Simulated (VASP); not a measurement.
Wanted: the native input for a VASP 6.6.1 run.

| Quantity | Value |
| --- | --- |
| Task | single point |
| Functional | PBE |
| Potentials or basis | VASP PAW PBE potentials, release 64 (Mg, O) |
| Cutoff | 520 eV |
| k mesh | 6 × 6 × 1 |
| Occupations | gaussian, width 0.1 eV |
| Spin | no spin polarisation |
| Dipole correction | yes |
| Further INCAR settings | LREAL = Auto; ALGO = Normal; EDIFF = 1e-06; NBANDS = 33 |

The structure of Mg16O lies in POSCAR:

```
Mg16O
1.0
    6.4201385705      0.0000000000      0.0000000000
   -3.2100692852      5.5600030979      0.0000000000
    0.0000000000      0.0000000000     24.7147783802
Mg O
16 1
Direct
    0.3333333333      0.1666666667      0.1618464847
    0.3333333333      0.6666666667      0.1618464847
    0.8333333333      0.1666666667      0.1618464847
    0.8333333333      0.6666666667      0.1618464847
    0.1666666667      0.3333333333      0.2657906286
    0.1666666667      0.8333333333      0.2657906286
    0.6666666667      0.3333333333      0.2657906286
    0.6666666667      0.8333333333      0.2657906286
    0.3333333333      0.1666666667      0.3682830748
    0.3333333333      0.6666666667      0.3682830748
    0.8333333333      0.1666666667      0.3682830748
    0.8333333333      0.6666666667      0.3682830748
    0.1666666667      0.3333333333      0.4739989249
    0.1666666667      0.8333333333      0.4739989249
    0.6666666667      0.3333333333      0.4739989249
    0.6666666667      0.8333333333      0.4739989249
    0.6111111111     -0.1111111111      0.6006437991
```

One way to write it, as run:

INCAR

```
PREC = Accurate
ENCUT = 520
EDIFF = 1E-6
ISMEAR = 0
SIGMA = 0.1
LREAL = Auto
LASPH = T
NELM = 60
ALGO = Normal
ISIF = 2
LWAVE = F
LCHARG = F
LDIPOL = T
IDIPOL = 3
DIPOL = 0.5 0.5 0.334
GGA = PE
NBANDS = 33
```

KPOINTS

```
Automatic mesh
0
Gamma
  6 6 1
```

Potentials or basis: VASP PAW PBE potentials, release 64 (Mg, O).

Command:

```bash
$ cat potpaw_PBE.64/Mg/POTCAR potpaw_PBE.64/O/POTCAR > POTCAR
$ mpirun -np 1 vasp_std > vasp.out
```

It gave:

- Largest force: 1.677 eV/Å
- Band gap on the k mesh: zero (bands 19 and 20 overlap by 0.51 eV)

Wall time 12 min on 1 thread of Intel(R) Xeon(R) Platinum 8559C (Emerald Rapids) (shared host), peak memory 0.93 GiB.
